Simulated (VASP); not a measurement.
A run of VASP 6.6.1 is set up as follows.

The input INCAR:

```
SYSTEM = Hf2SeS3
PREC = Accurate
ENCUT = 600
EDIFF = 1E-6
ISMEAR = 0
SIGMA = 0.1
LREAL = .False.
LASPH = .True.
NELM = 100
ALGO = Normal
ISIF = 3
LWAVE = .False.
LCHARG = .False.
GGA = PE
IBRION = 2
NSW = 90
EDIFFG = -0.04
```

Contents of KPOINTS:

```
Automatic mesh
0
Gamma
  4 4 4
  0 0 0
```

Contents of POSCAR:

```
Hf2SeS3
1.0
    4.5865822869      0.0000000000      0.0000000000
    0.0000000000      4.5865822869      0.0000000000
    0.0000000000      0.0000000000      6.8450188126
Hf Se S
2 1 3
Direct
    0.5000000000      0.0000000000      0.2162519824
    0.0000000000      0.5000000000      0.7837480176
    0.5000000000      0.5000000000      0.5000000000
    0.0000000000      0.0000000000      0.2687861608
    0.0000000000      0.0000000000      0.7312138392
    0.5000000000      0.5000000000      0.0000000000
```

Potentials or basis: VASP PAW PBE potentials, release 64 (Hf_pv, Se, S).

Command:

```bash
$ cat potpaw_PBE.64/Hf_pv/POTCAR potpaw_PBE.64/Se/POTCAR potpaw_PBE.64/S/POTCAR > POTCAR
$ mpirun -np 1 vasp_std > vasp.out
```

**Question.** What does it give for the relaxed cell?

**Answer.** a = 4.589 Å, b = 4.589 Å, c = 6.789 Å, α = 90.00°, β = 90.00°, γ = 90.00°.

**Question.** What does it give for the band gap on the k mesh?

**Answer.** 0.28 eV.

**Question.** Predict the space group after relaxing (to 0.1 Å).

**Answer.** P-4m2 (No. 115).

**Question.** Estimate the relaxed volume.

**Answer.** 23.83 Å³/atom.

Final structure:
```cif
data_structure
_symmetry_space_group_name_H-M 'P 1'
_symmetry_Int_Tables_number 1
_cell_length_a 4.5887
_cell_length_b 4.5887
_cell_length_c 6.7890
_cell_angle_alpha 90.000
_cell_angle_beta 90.000
_cell_angle_gamma 90.000
_cell_volume 142.95
loop_
_atom_site_label
_atom_site_type_symbol
_atom_site_fract_x
_atom_site_fract_y
_atom_site_fract_z
_atom_site_occupancy
Hf1 Hf 0.50000 0.00000 0.21642 1
Hf2 Hf 0.00000 0.50000 0.78358 1
Se1 Se 0.50000 0.50000 0.50000 1
S1 S 0.00000 0.00000 0.26895 1
S2 S 0.00000 0.00000 0.73105 1
S3 S 0.50000 0.50000 0.00000 1
```

Caveat: spin-orbit coupling is left out, which moves the levels of the heavy elements. A k mesh can miss the band edges.
